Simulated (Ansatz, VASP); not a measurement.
## Two plane-wave programs on TePb

```
CELL_PARAMETERS angstrom
0.00000 3.22700 3.22700
3.22700 0.00000 3.22700
3.22700 3.22700 0.00000
ATOMIC_POSITIONS crystal
Pb 0.50000 0.50000 0.50000
Te 0.00000 0.00000 0.00000
```

Alike in both runs: task single point; functional PBEsol; k mesh 6 × 6 × 6; occupations gaussian, width 0.05 eV; no spin polarisation.

|  | VASP | Ansatz |
| --- | --- | --- |
| version | VASP 6.6.1 | Ansatz 0.2.0 |
| potentials or method | VASP PAW PBE potentials, release 64 (Pb_d, Te), cutoff 500 eV | scalar-relativistic, plane waves, PAW |
| valence electrons in the cell | 20 | 30 |

```tsv
	VASP	Ansatz	Ansatz less VASP
gap on the k mesh at the Fermi level (eV)	0.66	0.66	-0.004
least direct gap on the mesh (eV)	0.66	0.66	-0.004
pressure (GPa)	-0.3	-0.2	+0.03
```

VASP's potentials were made for PBE, not for PBEsol. The functional is the same, so the differences come from potentials, cutoffs and numerics. VASP's potentials hold 20 valence electrons a cell and Ansatz's 30, so a difference there can come from the potentials and not from the codes.

Neither program's run includes spin-orbit coupling.
